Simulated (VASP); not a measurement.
# Cl (P6/mmm) in VASP: further runs

The runs below take Cl through relaxation of shape and atoms at fixed volume, single point, with PBE.

Program: VASP 6.6.1. These are calculated values, not measurements. Logs are shortened: lines on timing, memory, paths and dates and some standing lists are left out, and cuts for length are marked.

**1. The cell of the first run**

The structure is hexagonal, space group P6/mmm (No. 191). Conventional cell: a = 3.713 Å, b = 3.713 Å, c = 2.188 Å, α = 90.00°, β = 90.00°, γ = 120.00°. Cl (site symmetry 6/mmm) has 2 Cl at 2.19 Å within 2.9 Å.

**2. Relaxation of shape and atoms at fixed volume, PBE**

Input file INCAR:

```
SYSTEM = Cl
ALGO = Normal ; EDIFF = 1E-7
EDIFFG = -0.005 ; ENCUT = 600
GGA = PE ; IBRION = 2
ISIF = 4 ; ISMEAR = -1
LASPH = .True. ; LCHARG = .False.
LREAL = .False. ; LWAVE = .False.
NELM = 100 ; NSW = 50
PREC = Accurate ; SIGMA = 0.1
```

Input file KPOINTS:

```
k-points
0
Gamma
  14 14 13
  0 0 0
```

Input file POSCAR:

```
Cl
1.0
    3.7133180287      0.0000000000      0.0000000000
   -1.8566590143      3.2158277452      0.0000000000
    0.0000000000      0.0000000000      2.1883087795
Cl
1
Direct
    0.0000000000      0.0000000000      0.0000000000
```

Potentials or basis: VASP PAW PBE potentials, release 64 (Cl).

Started as:

```console
> cat potpaw_PBE.64/Cl/POTCAR > POTCAR
> mpirun -np 1 vasp_std > vasp.out
```

OUTCAR:

```text
SYSTEM = Cl
   EDIFF = 1E-7
   EDIFFG = -0.005
   ENCUT = 600
   GGA = PE
   IBRION = 2
   ISIF = 4
   ISMEAR = -1
   LASPH = .True.
   LREAL = .False.
   NELM = 100
   NSW = 50
   PREC = Accurate

 ion  position               nearest neighbor table
   1  0.000  0.000  0.000-

  LATTYP: Found a hexagonal cell.
 ALAT       =     3.7133180287
 C/A-ratio  =     0.5893135903

  Lattice vectors:

 A1 = (   3.7133180287,   0.0000000000,   0.0000000000)
 A2 = (  -1.8566590143,   3.2158277452,   0.0000000000)
 A3 = (   0.0000000000,   0.0000000000,   2.1883087795)

Analysis of symmetry for initial positions (statically):
=====================================================================
 Subroutine PRICEL returns:
 Original cell was already a primitive cell.

 Routine SETGRP: Setting up the symmetry group for a
 hexagonal supercell.

 Subroutine GETGRP returns: Found 24 space group operations
 (whereof 24 operations were pure point group operations)
 out of a pool of 24 trial point group operations.

The static configuration has the point symmetry D_6h.

Analysis of symmetry for dynamics (positions and initial velocities):
=====================================================================
 Subroutine PRICEL returns:
 Original cell was already a primitive cell.

 Routine SETGRP: Setting up the symmetry group for a
 hexagonal supercell.

 Subroutine GETGRP returns: Found 24 space group operations
 (whereof 24 operations were pure point group operations)
 out of a pool of 24 trial point group operations.

The dynamic configuration has the point symmetry D_6h.

 Subroutine INISYM returns: Found 24 space group operations
 (whereof 24 operations are pure point group operations),
 and found     1 'primitive' translations

----------------------------------------------------------------------------------------

                                     Primitive cell

  volume of cell :      26.1315

  direct lattice vectors                    reciprocal lattice vectors
     3.713318029  0.000000000  0.000000000     0.269300930  0.155480965  0.000000000
    -1.856659014  3.215827745  0.000000000     0.000000000  0.310961929  0.000000000
     0.000000000  0.000000000  2.188308779     0.000000000  0.000000000  0.456973901

  length of vectors
     3.713318029  3.713318029  2.188308779     0.310961929  0.310961929  0.456973901

  position of ions in fractional coordinates (direct lattice)
     0.000000000  0.000000000  0.000000000

  ion indices of the primitive-cell ions
   primitive index   ion index
                 1           1

----------------------------------------------------------------------------------------

 KPOINTS: k-points

Automatic generation of k-mesh.
 Grid dimensions read from file:
 generate k-points for:   14   14   13

 Generating k-lattice:

  Cartesian coordinates                     Fractional coordinates (reciprocal lattice)
     0.019235781  0.011105783  0.000000000     0.071428571 -0.000000000  0.000000000
     0.000000000  0.022211566  0.000000000     0.000000000  0.071428571  0.000000000
     0.000000000  0.000000000  0.035151839     0.000000000  0.000000000  0.076923077

  Length of vectors
     0.022211566  0.022211566  0.035151839

  Shift w.r.t. Gamma in fractional coordinates (k-lattice)
     0.000000000  0.000000000  0.000000000

 Subroutine IBZKPT returns following result:
 ===========================================

 Found    168 irreducible k-points:

 Following reciprocal coordinates:
            Coordinates               Weight
  0.000000  0.000000  0.000000      1.000000
  0.071429  0.000000  0.000000      6.000000
  0.142857  0.000000  0.000000      6.000000
  0.214286  0.000000  0.000000      6.000000
  0.285714  0.000000  0.000000      6.000000
  0.357143  0.000000  0.000000      6.000000
[... 16 lines left out ...]
  0.285714  0.285714  0.000000      6.000000
  0.357143  0.285714  0.000000      6.000000
 [... further k-points ...]
   k-points           NKPTS =    168   k-points in BZ     NKDIM =    168   number of bands    NBANDS=      7
   number of dos      NEDOS =    301   number of ions     NIONS =      1
   total plane-waves  NPLWV =  16200
   dimension x,y,z NGX =    30 NGY =   30 NGZ =   18
   dimension x,y,z NGXF=    60 NGYF=   60 NGZF=   36
   ions per type =               1
   NGX,Y,Z   is equivalent  to a cutoff of  13.43, 13.43, 13.67 a.u.
   NGXF,Y,Z  is equivalent  to a cutoff of  26.86, 26.86, 27.35 a.u.
 SYSTEM =  Cl
   PREC   = accura    normal or accurate (medium, high low for compatibility)
   ISTART =      0    job   : 0-new  1-cont  2-samecut
   ICHARG =      2    charge: 1-file 2-atom 10-const
   ISPIN  =      1    spin polarized calculation?
   LNONCOLLINEAR =      F non collinear calculations
   LSORBIT =      F    spin-orbit coupling
   LASPH  =      T    aspherical Exc in radial PAW
   ENCUT  =  600.0 eV  44.10 Ry    6.64 a.u.   7.42  7.42  4.37*2*pi/ulx,y,z
   NELM   =    100;   NELMIN=  2; NELMDL= -5     # of ELM steps
   EDIFF  = 0.1E-06   stopping-criterion for ELM
   LREAL  =      F    real-space projection
   EDIFFG = -.5E-02   stopping-criterion for IOM
   NSW    =     50    number of steps for IOM
   IBRION =      2    ionic relax: 0-MD 1-quasi-New 2-CG
   NFREE  =      1    steps in history (QN), initial steepest desc. (CG)
   ISIF   =      4    stress and relaxation
   ISYM   =      2    0-nonsym 1-usesym 2-fastsym
   POTIM  = 0.5000    time-step for ionic-motion
   TEBEG  =    0.0;   TEEND  =   0.0 temperature during run
   PSTRESS=    0.0 pullay stress
   NELECT =       7.0000    total number of electrons
   NUPDOWN=      -1.0000    fix difference up-down
   EMIN   =  10.00;   EMAX   =-10.00  energy-range for DOS
   EFERMI =   0.00;   METHOD = LEGACY
   ISMEAR =    -1;   SIGMA  =   0.10  broadening in eV -4-tet -1-fermi 0-gaus
   EFERMI_NEDOS =   21; number of points for ismear=-14 and -15
   IALGO  =     38    algorithm
   IMIX   =      4    mixing-type and parameters
     AMIX     =   0.40;   BMIX     =  1.00
     AMIX_MAG =   1.60;   BMIX_MAG =  1.00
  volume/ion in A,a.u.               =      26.13       176.34
  Fermi-wavevector in a.u.,A,eV,Ry     =   1.055325  1.994276 15.152964  1.113711
  Thomas-Fermi vector in A             =   2.190519
   LORBIT       =      0    0 simple, 1 ext, 2 COOP (PROOUT), +10 PAW based schemes
   GGA     = PE    functional components
   LHFCALC =     F    Hartree Fock is set to
   AEXX    =    0.0000 exact exchange contribution
   IVDW    =     0    specifies the selected vdW correction
   LEPSILON=     F    determine dielectric tensor
   LRPA    =     F    only Hartree local field effects (RPA)
 conjugate gradient relaxation of ions
 non-spin polarized calculation
  energy-cutoff  :      600.00
  volume of cell :       26.13
 maximum number of plane-waves:       903
 NGX is ok and might be reduce to    30
   NGX = 15   NGY = 15   NGZ =  9

--------------------------------------- Ionic step        1  -------------------------------------------

 number of electron       7.0000000 magnetization

 Free energy of the ion-electron system (eV)
  ---------------------------------------------------
  ext. energy  EPLUGINS =         0.00000000
  ---------------------------------------------------
  free energy    TOTEN  =        -1.60483494 eV

  energy without entropy =       -1.58228368  energy(sigma->0) =       -1.59355931

------------------------ aborting loop because EDIFF is reached ----------------------------------------

  FORCE on cell =-STRESS in cart. coord.  units (eV):
  Direction    XX          YY          ZZ          XY          YZ          ZX
  --------------------------------------------------------------------------------------
  -------------------------------------------------------------------------------------
  Total        0.0951411      0.0951411      2.7997143      0.0000000      0.0000000      0.0000000
  in kB        5.8333127      5.8333127    171.6567019      0.0000000      0.0000000      0.0000000
  external PRESSURE =      61.1077758 kB  Pullay stress =       0.0000000 kB
[... 55 lines left out ...]
  energy  without entropy=       -1.6153179247  energy(sigma->0) =       -1.62804957

--------------------------------------- Ionic step        3  -------------------------------------------

 number of electron       7.0000000 magnetization

 Free energy of the ion-electron system (eV)
  ---------------------------------------------------
  ext. energy  EPLUGINS =         0.00000000
  ---------------------------------------------------
  free energy    TOTEN  =        -1.66803084 eV

  energy without entropy =       -1.64361244  energy(sigma->0) =       -1.65582164

 E-fermi :   0.2159     XC(G=0):  -8.2154

 val. band max:        0.2010614529   @ k =   0.0000   0.0000   0.3846
 cond. band min:       0.2281025699   @ k =   0.4286   0.0714   0.4615
 fundamental gap:      0.0270411170
 Fermi energy:         0.2159370012

 k-point     1 :       0.0000    0.0000    0.0000
  band No.  band energies     occupation
      1     -16.0124      2.00000
      2      -1.8710      2.00000
      3      -1.8710      2.00000
      4       4.8058      0.00000
      5       6.3297      0.00000
      6      11.6292      0.00000
      7      11.6292      0.00000
[... 221 lines left out ...]
 k-point    24 :       0.3571    0.2857    0.0000
  band No.  band energies     occupation
      1     -15.6603      2.00000
      2      -3.4460      2.00000
      3      -3.1511      2.00000
      4       4.9079      0.00000
      5      10.2233      0.00000
      6      11.0147      0.00000
      7      13.6789      0.00000

 [... further k-points ...]

------------------------ aborting loop because EDIFF is reached ----------------------------------------

  FORCE on cell =-STRESS in cart. coord.  units (eV):
  Direction    XX          YY          ZZ          XY          YZ          ZX
  --------------------------------------------------------------------------------------
  -------------------------------------------------------------------------------------
  Total        0.1749582      0.1749582      0.1706030      0.0000000      0.0000000     -0.0000000
  in kB       10.7270754     10.7270754     10.4600517      0.0000000      0.0000000     -0.0000000
  external PRESSURE =      10.6380675 kB  Pullay stress =       0.0000000 kB
[... 16 lines left out ...]
  FREE ENERGIE OF THE ION-ELECTRON SYSTEM (eV)
  ---------------------------------------------------
  free  energy   TOTEN  =        -1.6680308384 eV

  energy  without entropy=       -1.6436124377  energy(sigma->0) =       -1.65582164

 reached required accuracy - stopping structural energy minimisation
```

It took 53 s on 1 thread of Intel Xeon Platinum 8375C at 2.90GHz (Ice Lake), shared host; peak memory 0.16 GiB.

What came out:

```
Free energy               : -1.6680 eV
Energy gained by relaxing : 63.2 meV/atom
Ionic steps               : 3
Pressure after relaxing   : 1.1 GPa
Band gap on the k mesh    : zero (an odd number of electrons rules out a gap without spin polarisation)
```

The path:
```csv
step,energy change (eV),largest force (eV/Å),pressure (GPa),volume (Å³)
1,0.0000,0.0000,6.11,26.13
2,-0.0359,0.0000,-1.47,26.13
3,-0.0632,0.0000,1.06,26.13
```

Final structure:
```
Cl
1.0
     3.62257    0.00000    0.00000
    -1.81128    3.13723    0.00000
     0.00000    0.00000    2.29932
Cl
1
Direct
  0.00000 0.00000 0.00000
```

Caveat: an odd number of electrons without spin polarisation forces a metal; a magnetic or distorted state may lie lower.

**3. Relaxation of shape and atoms at fixed volume, PBE**

This run uses another cell than the first one, of 29.21 Å³/atom.

Input file INCAR:

```
PREC = Accurate ; ENCUT = 600
EDIFF = 1E-6 ; ISMEAR = -1
SIGMA = 0.1 ; LREAL = False
LASPH = True ; NELM = 60
ALGO = Normal ; ISIF = 4
LWAVE = False ; LCHARG = False
GGA = PE ; IBRION = 2
NSW = 50 ; EDIFFG = -0.005
```

Input file KPOINTS:

```
regular mesh
0
Gamma
  14 14 13
```

Input file POSCAR:

```
Cl
1.0
    3.8535740255      0.0000000000      0.0000000000
   -1.9267870127      3.3372930015      0.0000000000
    0.0000000000      0.0000000000      2.2709635445
Cl
1
Direct
    0.0000000000      0.0000000000      0.0000000000
```

Potentials or basis: VASP PAW PBE potentials, release 64 (Cl).

Started as:

```console
> cat potpaw_PBE.64/Cl/POTCAR > POTCAR
> mpirun -np 1 vasp_std > vasp.out
```

Wall time 39 s (1 thread of Intel Xeon Platinum 8375C at 2.90GHz (Ice Lake), shared host); peak memory 0.17 GiB.

Results (log left out):

- Free energy: -1.6788 eV
- Energy gained by relaxing: 5.5 meV/atom
- Ionic steps: 3
- Pressure after relaxing: 0.2 GPa
- Band gap on the k mesh: zero (an odd number of electrons rules out a gap without spin polarisation)

The path:
| step | energy change (eV) | largest force (eV/Å) | pressure (GPa) | volume (Å³) |
| --- | --- | --- | --- | --- |
| 1 | 0.0000 | 0.0000 | 1.44 | 29.21 |
| 2 | -0.0042 | 0.0000 | -0.39 | 29.21 |
| 3 | -0.0055 | 0.0000 | 0.19 | 29.21 |

Final structure:
```xyz
1
Lattice="3.8240 0.0000 0.0000 -1.9120 3.3116 0.0000 0.0000 0.0000 2.3063" Properties=species:S:1:pos:R:3 pbc="T T T"
Cl   -1.9120    3.3116    2.3063
```

Levels at points of the mesh, in eV from the Fermi level:
| k point | band 1 | band 2 | band 3 | band 4 | band 5 | band 6 | band 7 |
| --- | --- | --- | --- | --- | --- | --- | --- |
| (0.00, 0.00, 0.00) | -15.98 | -2.21 | -2.21 | 4.65 | 5.95 | 11.16 | 11.16 |
| (0.50, 0.00, 0.00) | -15.79 | -3.67 | -2.53 | 4.70 | 7.71 | 11.72 | 13.99 |

Caveat: an odd number of electrons without spin polarisation forces a metal; a magnetic or distorted state may lie lower.

**4. Single point, PBE**

This run uses another cell than the first one, of 12.30 Å³/atom.

Input file INCAR:

```
PREC     = Accurate       # precision mode
ENCUT    = 520            # plane-wave cutoff, eV
EDIFF    = 1E-7           # SCF threshold, eV
ISMEAR   = -1             # smearing method
SIGMA    = 0.1            # smearing width, eV
LREAL    = False          # projectors in reciprocal space
LASPH    = True           # aspherical terms in the spheres
NELM     = 60             # most SCF steps
ALGO     = Normal         # electronic algorithm
ISIF     = 2              # what is computed and relaxed
LWAVE    = False          # write WAVECAR
LCHARG   = False          # write CHGCAR
GGA      = PE             # functional
NBANDS   = 10             # bands
```

KPOINTS is that of step 3.

Input file POSCAR:

```
Cl
1.0
    2.6171876555      0.0000000000      0.0000000000
   -1.3085938277      2.2665509961      0.0000000000
    0.0000000000      0.0000000000      2.0730235428
Cl
1
Direct
    0.0000000000      0.0000000000      0.0000000000
```

Started as:

```console
> cat potpaw_PBE.64/Cl/POTCAR > POTCAR
> mpirun -np 1 vasp_std > vasp.out
```

Wall time 23 s (1 thread of Intel Xeon 8259CL, shared host); peak memory 0.13 GiB.

Results (log left out):

| Quantity | Value |
| --- | --- |
| Free energy | 0.1870 eV |
| Pressure | 89.2 GPa |
| Band gap on the k mesh | zero (an odd number of electrons rules out a gap without spin polarisation) |

Stress tensor (GPa, compression positive):
```
89.69  0.00  0.00
 0.00 89.69  0.00
 0.00  0.00 88.25
```

Levels at points of the mesh, in eV from the Fermi level:
| k point | band 1 | band 2 | band 3 | band 4 | band 5 | band 6 | band 7 |
| --- | --- | --- | --- | --- | --- | --- | --- |
| (0.00, 0.00, 0.00) | -22.38 | -1.42 | -1.42 | 4.72 | 6.43 | 11.25 | 11.25 |
| (0.50, 0.00, 0.00) | -19.31 | -10.90 | -3.73 | 4.87 | 6.07 | 14.85 | 21.10 |

Caveat: the cell stands under pressure; an odd number of electrons without spin polarisation forces a metal; a magnetic or distorted state may lie lower.

**5. Single point, PBE (12.30 Å³/atom)**

This run uses another cell than the first one, of 12.30 Å³/atom.

Input file INCAR:

```
SYSTEM = Cl
PREC = Accurate
ENCUT = 520
EDIFF = 1E-6
ISMEAR = -1
SIGMA = 0.1
LREAL = .FALSE.
LASPH = .TRUE.
NELM = 60
ALGO = Normal
ISIF = 2
LWAVE = .FALSE.
LCHARG = .TRUE.
GGA = PE
LELF = .TRUE.
LVHAR = .TRUE.
NBANDS = 10
```

Input file KPOINTS:

```
regular mesh
0
G
  14 14 13
  0 0 0
```

POSCAR is that of step 4.

Started as:

```console
> cat potpaw_PBE.64/Cl/POTCAR > POTCAR
> mpirun -np 1 vasp_std > vasp.out
```

Wall time 23 s (1 thread of Intel Xeon 8259CL, shared host); peak memory 0.13 GiB.

It converged, with:

- Free energy: 0.1870 eV
- Pressure: 89.2 GPa
- Band gap on the k mesh: zero (an odd number of electrons rules out a gap without spin polarisation)

Stress tensor (GPa, compression positive):
```
89.68  0.00  0.00
 0.00 89.68  0.00
 0.00  0.00 88.25
```

Levels at points of the mesh, in eV from the Fermi level:
```csv
k point,band 1,band 2,band 3,band 4,band 5,band 6,band 7,band 8
"(0.00, 0.00, 0.00)",-22.38,-1.42,-1.42,4.72,6.43,11.25,11.25,15.23
"(0.50, 0.00, 0.00)",-19.31,-10.90,-3.73,4.87,6.07,14.85,21.10,21.88
```

Caveat: the cell stands under pressure; an odd number of electrons without spin polarisation forces a metal; a magnetic or distorted state may lie lower.

**6. Single point, PBE**

This run uses another cell than the first one, of 13.83 Å³/atom.

Input file INCAR:

```
  PREC = Accurate
  ENCUT = 520
  EDIFF = 1E-6
  ISMEAR = -1
  SIGMA = 0.1
  LREAL = False
  LASPH = True
  NELM = 60
  ALGO = Normal
  ISIF = 2
  LWAVE = False
  LCHARG = False
  GGA = PE
  NBANDS = 10
```

Input file KPOINTS:

```
Automatic mesh
0
Gamma
  14 14 13
```

Input file POSCAR:

```
Cl
1.0
    2.7489911525      0.0000000000      0.0000000000
   -1.3744955762      2.3806961728      0.0000000000
    0.0000000000      0.0000000000      2.1138774161
Cl
1
Direct
    0.0000000000      0.0000000000      0.0000000000
```

Potentials or basis: VASP PAW PBE potentials, release 64 (Cl).

Started as:

```console
> cat potpaw_PBE.64/Cl/POTCAR > POTCAR
> mpirun -np 1 vasp_std > vasp.out
```

Run time: 26 s. Hardware: 1 thread of Intel Xeon 8259CL, shared host; peak memory 0.13 GiB.

Results (log left out):

- Free energy: -0.5049 eV
- Pressure: 56.9 GPa
- Band gap on the k mesh: zero (an odd number of electrons rules out a gap without spin polarisation)

Stress tensor (GPa, compression positive):
```
57.15  0.00  0.00
 0.00 57.15  0.00
 0.00  0.00 56.26
```

Levels at points of the mesh, in eV from the Fermi level:
```
           k point  band 1  band 2  band 3  band 4  band 5  band 6
(0.00, 0.00, 0.00)  -20.90   -1.69   -1.69    4.80    6.51   11.39
(0.50, 0.00, 0.00)  -18.58   -9.39   -3.51    5.51    5.75   14.64
```

Caveat: the cell stands under pressure; an odd number of electrons without spin polarisation forces a metal; a magnetic or distorted state may lie lower.

**7. Overview**

```tsv
task	cell	cutoff (eV)	gap on the mesh (eV)	pressure (GPa)
relaxation of shape and atoms at fixed volume	relaxed from a = 3.713, b = 3.713, c = 2.188 Å, angles 90.0, 90.0, 120.0°, 1 atom	600	none	1.1
relaxation of shape and atoms at fixed volume	relaxed from a = 3.854, b = 3.854, c = 2.271 Å, angles 90.0, 90.0, 120.0°, 1 atom	600	none	0.2
single point	a = 2.617, b = 2.617, c = 2.073 Å, angles 90.0, 90.0, 120.0°, 1 atom	520	none	89.2
single point	a = 2.749, b = 2.749, c = 2.114 Å, angles 90.0, 90.0, 120.0°, 1 atom	520	none	56.9
```

Alike in all rows: level PBE; potentials or basis VASP PAW PBE potentials, release 64 (Cl); no spin polarisation; k mesh 14 × 14 × 13; smearing fermi-dirac 0.1 eV.

Caveats: an odd number of electrons without spin polarisation forces a metal; a magnetic or distorted state may lie lower; the cell stands under pressure (at least some runs).

Absolute energies hang on the potentials; compare differences alone.
